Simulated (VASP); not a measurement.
# ZrB (I4/mmm) in VASP: further runs

The runs below take ZrB through single point, with LDA.

Everything below comes from runs of VASP 6.6.1. Logs are shortened: lines on timing, memory, paths and dates and some standing lists are left out, and cuts for length are marked.

### Step 1. The cell of the first run

It takes space group I4/mmm (No. 139, tetragonal). Conventional cell: a = 3.416 Å, b = 3.416 Å, c = 5.169 Å, α = 90.00°, β = 90.00°, γ = 90.00°. Within 3.2 Å of Zr (site symmetry 4/mmm) lie 6 B at 2.42 to 2.58 Å. B (site symmetry 4/mmm) has 6 Zr at 2.42 to 2.58 Å within 3.2 Å.

### Step 2. Single point, LDA (normal strain along x +0.0700, normal strain along z +0.0000)

Input file INCAR:

```
SYSTEM = ZrB
ALGO     = Normal         ! electronic algorithm
EDIFF    = 1E-7           ! SCF threshold, eV
ENCUT    = 520            ! plane-wave cutoff, eV
ISIF     = 2              ! what is computed and relaxed
ISMEAR   = 0              ! smearing method
LASPH    = .True.         ! aspherical terms in the spheres
LCHARG   = .False.        ! write CHGCAR
LREAL    = .False.        ! projectors in reciprocal space
LWAVE    = .False.        ! write WAVECAR
NBANDS   = 14             ! bands
NELM     = 80             ! most SCF steps
PREC     = Accurate       ! precision mode
SIGMA    = 0.15           ! smearing width, eV
```

Input file KPOINTS:

```
k-points
0
Gamma
  16 16 16
  0 0 0
```

Input file POSCAR:

```
ZrB
1.0
    0.0000000000      2.4153850465      2.4153850465
    2.5844619998      0.0000000000      2.4153850465
    2.5844619998      2.4153850465      0.0000000000
Zr B
1 1
Direct
    0.0000000000      0.0000000000      0.0000000000
    0.5000000000      0.5000000000      0.5000000000
```

Potentials or basis: VASP PAW LDA potentials, release 64 (Zr_sv, B).

Run with:

```sh
$ cat potpaw_LDA.64/Zr_sv/POTCAR potpaw_LDA.64/B/POTCAR > POTCAR
$ mpirun -np 1 vasp_std > vasp.out
```

OUTCAR:

```text
SYSTEM = ZrB
   EDIFF = 1E-7
   ENCUT = 520
   ISIF = 2
   ISMEAR = 0
   LASPH = .True.
   LREAL = .False.
   NELM = 80
   PREC = Accurate

 ion  position               nearest neighbor table
   1  0.000  0.000  0.000-   2 2.42   2 2.42   2 2.42   2 2.42   2 2.58   2 2.58
   2  0.500  0.500  0.500-   1 2.42   1 2.42   1 2.42   1 2.42   1 2.58   1 2.58

  LATTYP: Found a body centered tetragonal cell.
 ALAT       =     3.4158702911
 C/A-ratio  =     1.5132085118

  Lattice vectors:

 A1 = (   2.5844619998,   0.0000000000,   2.4153850465)
 A2 = (   2.5844619998,   0.0000000000,  -2.4153850465)
 A3 = (  -2.5844619998,   2.4153850465,   0.0000000000)

Analysis of symmetry for initial positions (statically):
=====================================================================
 Subroutine PRICEL returns:
 Original cell was already a primitive cell.

 Routine SETGRP: Setting up the symmetry group for a
 body centered tetragonal supercell.

 Subroutine GETGRP returns: Found 16 space group operations
 (whereof 16 operations were pure point group operations)
 out of a pool of 16 trial point group operations.

The static configuration has the point symmetry D_4h.

Analysis of symmetry for dynamics (positions and initial velocities):
=====================================================================
 Subroutine PRICEL returns:
 Original cell was already a primitive cell.

 Routine SETGRP: Setting up the symmetry group for a
 body centered tetragonal supercell.

 Subroutine GETGRP returns: Found 16 space group operations
 (whereof 16 operations were pure point group operations)
 out of a pool of 16 trial point group operations.

The dynamic configuration has the point symmetry D_4h.

 Subroutine INISYM returns: Found 16 space group operations
 (whereof 16 operations are pure point group operations),
 and found     1 'primitive' translations

----------------------------------------------------------------------------------------

                                     Primitive cell

  volume of cell :      30.1559

  direct lattice vectors                    reciprocal lattice vectors
     0.000000000  2.415385046  2.415385046    -0.193463862  0.207006332  0.207006332
     2.584462000  0.000000000  2.415385046     0.193463862 -0.207006332  0.207006332
     2.584462000  2.415385046  0.000000000     0.193463862  0.207006332 -0.207006332

  length of vectors
     3.415870291  3.537446643  3.537446643     0.350900996  0.350900996  0.350900996

  position of ions in fractional coordinates (direct lattice)
     0.000000000  0.000000000  0.000000000
     0.500000000  0.500000000  0.500000000

  ion indices of the primitive-cell ions
   primitive index   ion index
                 1           1
                 2           2

----------------------------------------------------------------------------------------

 KPOINTS: k-points

Automatic generation of k-mesh.
 Grid dimensions read from file:
 generate k-points for:   16   16   16

 Generating k-lattice:

  Cartesian coordinates                     Fractional coordinates (reciprocal lattice)
    -0.012091491  0.012937896  0.012937896     0.062500000 -0.000000000 -0.000000000
     0.012091491 -0.012937896  0.012937896     0.000000000  0.062500000  0.000000000
     0.012091491  0.012937896 -0.012937896     0.000000000  0.000000000  0.062500000

  Length of vectors
     0.021931312  0.021931312  0.021931312

  Shift w.r.t. Gamma in fractional coordinates (k-lattice)
     0.000000000  0.000000000  0.000000000

 Subroutine IBZKPT returns following result:
 ===========================================

 Found    349 irreducible k-points:

 Following reciprocal coordinates:
            Coordinates               Weight
  0.000000  0.000000  0.000000      1.000000
  0.062500  0.000000  0.000000      8.000000
  0.125000  0.000000  0.000000      8.000000
  0.187500 -0.000000 -0.000000      8.000000
  0.250000  0.000000  0.000000      8.000000
  0.312500 -0.000000 -0.000000      8.000000
[... 16 lines left out ...]
 -0.125000  0.062500  0.000000     16.000000
 -0.062500  0.062500  0.000000      8.000000
 [... further k-points ...]
   k-points           NKPTS =    349   k-points in BZ     NKDIM =    349   number of bands    NBANDS=     14
   number of dos      NEDOS =    301   number of ions     NIONS =      2
   total plane-waves  NPLWV =  21952
   dimension x,y,z NGX =    28 NGY =   28 NGZ =   28
   dimension x,y,z NGXF=    56 NGYF=   56 NGZF=   56
   ions per type =               1   1
   NGX,Y,Z   is equivalent  to a cutoff of  13.63, 13.16, 13.16 a.u.
   NGXF,Y,Z  is equivalent  to a cutoff of  27.25, 26.32, 26.32 a.u.
 SYSTEM =  ZrB
   PREC   = accura    normal or accurate (medium, high low for compatibility)
   ISTART =      0    job   : 0-new  1-cont  2-samecut
   ICHARG =      2    charge: 1-file 2-atom 10-const
   ISPIN  =      1    spin polarized calculation?
   LNONCOLLINEAR =      F non collinear calculations
   LSORBIT =      F    spin-orbit coupling
   LASPH  =      T    aspherical Exc in radial PAW
   ENCUT  =  520.0 eV  38.22 Ry    6.18 a.u.   6.35  6.58  6.58*2*pi/ulx,y,z
   NELM   =     80;   NELMIN=  2; NELMDL= -5     # of ELM steps
   EDIFF  = 0.1E-06   stopping-criterion for ELM
   LREAL  =      F    real-space projection
   EDIFFG = 0.1E-05   stopping-criterion for IOM
   NSW    =      0    number of steps for IOM
   IBRION =     -1    ionic relax: 0-MD 1-quasi-New 2-CG
   NFREE  =      0    steps in history (QN), initial steepest desc. (CG)
   ISIF   =      2    stress and relaxation
   ISYM   =      2    0-nonsym 1-usesym 2-fastsym
   POTIM  = 0.5000    time-step for ionic-motion
   TEBEG  =    0.0;   TEEND  =   0.0 temperature during run
   PSTRESS=    0.0 pullay stress
   NELECT =      15.0000    total number of electrons
   NUPDOWN=      -1.0000    fix difference up-down
   EMIN   =  10.00;   EMAX   =-10.00  energy-range for DOS
   EFERMI =   0.00;   METHOD = LEGACY
   ISMEAR =     0;   SIGMA  =   0.15  broadening in eV -4-tet -1-fermi 0-gaus
   EFERMI_NEDOS =   21; number of points for ismear=-14 and -15
   IALGO  =     38    algorithm
   IMIX   =      4    mixing-type and parameters
     AMIX     =   0.40;   BMIX     =  1.00
     AMIX_MAG =   1.60;   BMIX_MAG =  1.00
  volume/ion in A,a.u.               =      15.08       101.75
  Fermi-wavevector in a.u.,A,eV,Ry     =   1.297122  2.451206 22.892162  1.682526
  Thomas-Fermi vector in A             =   2.428535
   LORBIT       =      0    0 simple, 1 ext, 2 COOP (PROOUT), +10 PAW based schemes
   GGA     = CA    functional components
   LHFCALC =     F    Hartree Fock is set to
   AEXX    =    0.0000 exact exchange contribution
   IVDW    =     0    specifies the selected vdW correction
   LEPSILON=     F    determine dielectric tensor
   LRPA    =     F    only Hartree local field effects (RPA)
 non-spin polarized calculation
 Gauss-broadening in eV      SIGMA  =   0.15
  energy-cutoff  :      520.00
  volume of cell :       30.16
 maximum number of plane-waves:       831
 NGX is ok and might be reduce to    28
   NGX = 13   NGY = 13   NGZ = 13

 number of electron      15.0000000 magnetization

 Free energy of the ion-electron system (eV)
  ---------------------------------------------------
  ext. energy  EPLUGINS =         0.00000000
  ---------------------------------------------------
  free energy    TOTEN  =       -17.39153897 eV

  energy without entropy =      -17.37732765  energy(sigma->0) =      -17.38443331

 E-fermi :   7.1097     XC(G=0): -11.5449

 val. band max:        7.1060999584   @ k =  -0.1875   0.1250   0.0000
 cond. band min:       7.1143501812   @ k =   0.3125   0.1875   0.1250
 fundamental gap:      0.0082502227
 Fermi energy:         7.1097486165

 k-point     1 :       0.0000    0.0000    0.0000
  band No.  band energies     occupation
      1     -40.1730      2.00000
      2     -18.1818      2.00000
      3     -18.1470      2.00000
      4     -18.1470      2.00000
      5      -0.7596      2.00000
      6       8.3813      0.00000
      7       9.0049      0.00000
      8       9.0049      0.00000
      9       9.7433      0.00000
     10      10.3083      0.00000
     11      10.4661      0.00000
     12      10.5857      0.00000
     13      10.5857      0.00000
     14      17.8158      0.00000

 k-point     2 :       0.0625    0.0000    0.0000
  band No.  band energies     occupation
      1     -40.1710      2.00000
      2     -18.1912      2.00000
      3     -18.1612      2.00000
      4     -18.1480      2.00000
      5      -0.6739      2.00000
      6       8.2794      0.00000
      7       8.7151      0.00000
      8       8.9797      0.00000
      9       9.3270      0.00000
     10       9.6512      0.00000
     11      10.6324      0.00000
     12      11.0840      0.00000
     13      11.5912      0.00000
     14      18.1778      0.00000

 k-point     3 :       0.1250    0.0000    0.0000
  band No.  band energies     occupation
      1     -40.1651      2.00000
      2     -18.2380      2.00000
      3     -18.1807      2.00000
      4     -18.1509      2.00000
      5      -0.4226      2.00000
      6       7.8107      0.00000
      7       8.0728      0.00000
      8       8.4903      0.00000
      9       9.2803      0.00000
     10       9.4720      0.00000
     11      10.8565      0.00000
     12      12.1029      0.00000
     13      12.7480      0.00000
     14      18.4648      0.00000

 k-point     4 :       0.1875   -0.0000   -0.0000
  band No.  band energies     occupation
      1     -40.1564      2.00000
      2     -18.3208      2.00000
      3     -18.1959      2.00000
      4     -18.1552      2.00000
      5      -0.0231      2.00000
      6       7.0614      1.35119
      7       7.4570      0.00106
      8       7.7836      0.00000
      9       9.5878      0.00000
     10       9.7462      0.00000
     11      11.0674      0.00000
     12      13.2000      0.00000
     13      13.9645      0.00000
     14      18.6573      0.00000

 k-point     5 :       0.2500    0.0000    0.0000
  band No.  band energies     occupation
      1     -40.1460      2.00000
      2     -18.4189      2.00000
      3     -18.2117      2.00000
      4     -18.1603      2.00000
      5       0.4987      2.00000
      6       6.2651      2.00000
      7       6.9100      1.94030
      8       7.1673      0.58761
      9      10.0733      0.00000
     10      10.1540      0.00000
     11      11.3070      0.00000
[... 276 lines left out ...]
 k-point    22 :      -0.1875    0.0625    0.0000
  band No.  band energies     occupation
      1     -40.1520      2.00000
      2     -18.3514      2.00000
      3     -18.2021      2.00000
      4     -18.1704      2.00000
      5       0.1795      2.00000
      6       6.7410      1.99949
      7       7.2004      0.39287
      8       7.5225      0.00010
      9       9.4753      0.00000
     10      10.2438      0.00000
     11      11.3288      0.00000
     12      13.5197      0.00000
     13      14.4302      0.00000
     14      18.6547      0.00000

 k-point    23 :      -0.1250    0.0625    0.0000
  band No.  band energies     occupation
      1     -40.1612      2.00000
      2     -18.2686      2.00000
      3     -18.1832      2.00000
      4     -18.1650      2.00000
      5      -0.2508      2.00000
      6       7.5327      0.00007
      7       7.7488      0.00000
      8       8.0533      0.00000
      9       9.1154      0.00000
     10       9.9611      0.00000
     11      11.1540      0.00000
     12      12.4406      0.00000
     13      13.2859      0.00000
     14      18.6307      0.00000

 k-point    24 :      -0.0625    0.0625    0.0000
  band No.  band energies     occupation
      1     -40.1679      2.00000
      2     -18.2142      2.00000
      3     -18.1620      2.00000
      4     -18.1617      2.00000
      5      -0.5419      2.00000
      6       8.1126      0.00000
      7       8.3070      0.00000
      8       8.6801      0.00000
      9       8.9394      0.00000
     10       9.8095      0.00000
     11      10.9519      0.00000
     12      11.5517      0.00000
     13      12.2247      0.00000
     14      18.3535      0.00000

 [... further k-points ...]

------------------------ aborting loop because EDIFF is reached ----------------------------------------

  FORCE on cell =-STRESS in cart. coord.  units (eV):
  Direction    XX          YY          ZZ          XY          YZ          ZX
  --------------------------------------------------------------------------------------
  -------------------------------------------------------------------------------------
  Total       -3.8004802     -0.6544768     -0.6544768     -0.0000000      0.0000000     -0.0000000
  in kB     -201.9185260    -34.7721847    -34.7721847     -0.0000000      0.0000000     -0.0000000
  external PRESSURE =     -90.4876318 kB  Pullay stress =       0.0000000 kB

 VOLUME and BASIS-vectors are now :
 -----------------------------------------------------------------------------
  energy-cutoff  :      520.00
  volume of cell :       30.16
      direct lattice vectors                 reciprocal lattice vectors
     0.000000000  2.415385046  2.415385046    -0.193463862  0.207006332  0.207006332
     2.584462000  0.000000000  2.415385046     0.193463862 -0.207006332  0.207006332
     2.584462000  2.415385046  0.000000000     0.193463862  0.207006332 -0.207006332

 POSITION                                       TOTAL-FORCE (eV/Angst)
 -----------------------------------------------------------------------------------
      0.00000      0.00000      0.00000         0.000000     -0.000000     -0.000000
      2.58446      2.41539      2.41539         0.000000      0.000000      0.000000
 -----------------------------------------------------------------------------------
    total drift:                               -0.000000      0.000000      0.000000

  FREE ENERGIE OF THE ION-ELECTRON SYSTEM (eV)
  ---------------------------------------------------
  free  energy   TOTEN  =       -17.3915389735 eV

  energy  without entropy=      -17.3773276463  energy(sigma->0) =      -17.38443331
```

It took 4.2 min on 1 thread of AMD EPYC 7R43 (Zen 3), shared host; peak memory 0.22 GiB.

Results:

| Quantity | Value |
| --- | --- |
| Free energy | -17.3915 eV |
| Pressure | -9.0 GPa |

Levels at points of the mesh, in eV from the Fermi level:
```tsv
k point	band 5	band 6	band 7	band 8	band 9	band 10	band 11	band 12
(0.00, 0.00, 0.00)	-7.87	1.27	1.90	1.90	2.63	3.20	3.36	3.48
(0.50, 0.00, 0.00)	-4.04	-3.73	-1.24	-1.07	4.48	4.83	5.93	7.41
(0.50, 0.50, 0.00)	-5.91	-0.76	-0.54	1.83	1.96	4.37	5.18	5.81
(0.00, 0.50, 0.50)	-6.01	-1.17	-0.72	2.30	2.30	4.40	5.48	5.48
```

Caveat: the cell differs from its parent crystal (normal strain along x +0.0700, normal strain along z +0.0000).

### Step 3. Single point, LDA (normal strain along x +0.0000, normal strain along z +0.0733)

Input file INCAR:

```
SYSTEM = ZrB
ALGO     = Normal         ! electronic algorithm
EDIFF    = 1E-6           ! SCF threshold, eV
ENCUT    = 520            ! plane-wave cutoff, eV
GGA      = CA             ! functional
ISIF     = 2              ! what is computed and relaxed
ISMEAR   = 0              ! smearing method
LASPH    = .TRUE.         ! aspherical terms in the spheres
LCHARG   = .TRUE.         ! write CHGCAR
LELF     = .TRUE.         ! ELF
LREAL    = .FALSE.        ! projectors in reciprocal space
LVHAR    = .TRUE.       
LWAVE    = .FALSE.        ! write WAVECAR
NBANDS   = 14             ! bands
NELM     = 80             ! most SCF steps
PREC     = Accurate       ! precision mode
SIGMA    = 0.15           ! smearing width, eV
```

Input file KPOINTS:

```
k-points
0
G
  16 16 16
  0 0 0
```

Input file POSCAR:

```
ZrB
1.0
    0.0000000000      2.4153850465      2.5924327704
    2.4153850465      0.0000000000      2.5924327704
    2.4153850465      2.4153850465      0.0000000000
Zr B
1 1
Direct
    0.0000000000      0.0000000000      0.0000000000
    0.5000000000      0.5000000000      0.5000000000
```

Potentials or basis: VASP PAW LDA potentials, release 64 (Zr_sv, B).

Run with:

```sh
$ cat potpaw_LDA.64/Zr_sv/POTCAR potpaw_LDA.64/B/POTCAR > POTCAR
$ mpirun -np 1 vasp_std > vasp.out
```

Wall time 4.2 min (1 thread of AMD EPYC 7R43 (Zen 3), shared host); peak memory 0.23 GiB.

The run converged. Its results:

| Item | Value |
| --- | --- |
| Free energy | -17.3797 eV |
| Pressure | -9.3 GPa |

Stress tensor (GPa, compression positive):
```
 -3.61   0.00   0.00
  0.00  -3.61   0.00
  0.00   0.00 -20.82
```

Levels at points of the mesh, in eV from the Fermi level:
| k point | band 4 | band 5 | band 6 | band 7 | band 8 | band 9 | band 10 | band 11 | band 12 | band 13 |
| --- | --- | --- | --- | --- | --- | --- | --- | --- | --- | --- |
| (0.00, 0.00, 0.00) | -25.27 | -7.86 | 1.25 | 1.90 | 1.90 | 2.60 | 3.19 | 3.36 | 3.47 | 3.47 |
| (0.50, 0.00, 0.00) | -25.29 | -4.04 | -3.72 | -1.25 | -1.07 | 4.45 | 4.82 | 5.91 | 7.39 | 10.21 |
| (0.50, 0.50, 0.00) | -25.41 | -6.01 | -1.19 | -0.71 | 2.30 | 2.30 | 4.38 | 5.45 | 5.45 | 7.72 |
| (0.50, 0.00, 0.50) | -25.46 | -5.90 | -0.75 | -0.53 | 1.81 | 1.95 | 4.35 | 5.14 | 5.81 | 8.57 |

Caveat: the cell differs from its parent crystal (normal strain along x +0.0000, normal strain along z +0.0733).
